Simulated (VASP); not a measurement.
A run of VASP 6.6.1 is set up as follows.

POSCAR

```
PbF2
1.0
    0.0000000000      2.8807545000      2.8807545000
    2.8807545000      0.0000000000      2.8807545000
    2.8807545000      2.8807545000      0.0000000000
Pb F
1 2
Direct
    0.0000000000      0.0000000000      0.0000000000
    0.2500000000      0.2500000000      0.2500000000
    0.7500000000      0.7500000000      0.7500000000
```

The input INCAR.step1:

```
SYSTEM = PbF2
ALGO     = Normal         ! electronic algorithm
EDIFF    = 1E-4           ! SCF threshold, eV
ENCUT    = 520            ! plane-wave cutoff, eV
GGA      = PE             ! functional
ISMEAR   = 0              ! smearing method
LASPH    = .TRUE.         ! aspherical terms in the spheres
LCHARG   = .FALSE.        ! write CHGCAR
LREAL    = .FALSE.        ! projectors in reciprocal space
LWAVE    = .TRUE.         ! write WAVECAR
NBANDS   = 21             ! bands
NELM     = 80             ! most SCF steps
PREC     = Accurate       ! precision mode
SIGMA    = 0.05           ! smearing width, eV
```

INCAR.step2

```
SYSTEM = PbF2
ALGO     = Normal         ! electronic algorithm
EDIFF    = 1E-6           ! SCF threshold, eV
ENCUT    = 520            ! plane-wave cutoff, eV
ISIF     = 2              ! what is computed and relaxed
ISMEAR   = 0              ! smearing method
ISTART   = 1            
LASPH    = .TRUE.         ! aspherical terms in the spheres
LCHARG   = .TRUE.         ! write CHGCAR
LELF     = .TRUE.         ! ELF
LMIXTAU  = .TRUE.       
LREAL    = .FALSE.        ! projectors in reciprocal space
LVHAR    = .TRUE.       
LWAVE    = .FALSE.        ! write WAVECAR
METAGGA  = R2SCAN         ! meta-GGA
NBANDS   = 21             ! bands
NELM     = 80             ! most SCF steps
PREC     = Accurate       ! precision mode
SIGMA    = 0.05           ! smearing width, eV
```

KPOINTS

```
k-points
0
G
  8 8 8
  0 0 0
```

Potentials or basis: VASP PAW PBE potentials, release 64 (Pb_d, F).

Run with:

```bash
$ cat potpaw_PBE.64/Pb_d/POTCAR potpaw_PBE.64/F/POTCAR > POTCAR
$ cp INCAR.step1 INCAR
$ mpirun -np 1 vasp_std > vasp.out
$ cp INCAR.step2 INCAR
$ mpirun -np 1 vasp_std > vasp.out
```

(1) What does it give for the band gap on the k mesh?

(2) What does it give for the pressure?

## Answers

(1) 4.88 eV, indirect (least direct gap 5.04 eV).

(2) 7.7 GPa.

Caveat: the cell differs from its parent crystal (strain -0.030 along x and y, -0.030 along z); the PAW data sets were made with another functional, which shifts forces and pressure a little; spin-orbit coupling is left out, which moves the levels of the heavy elements.
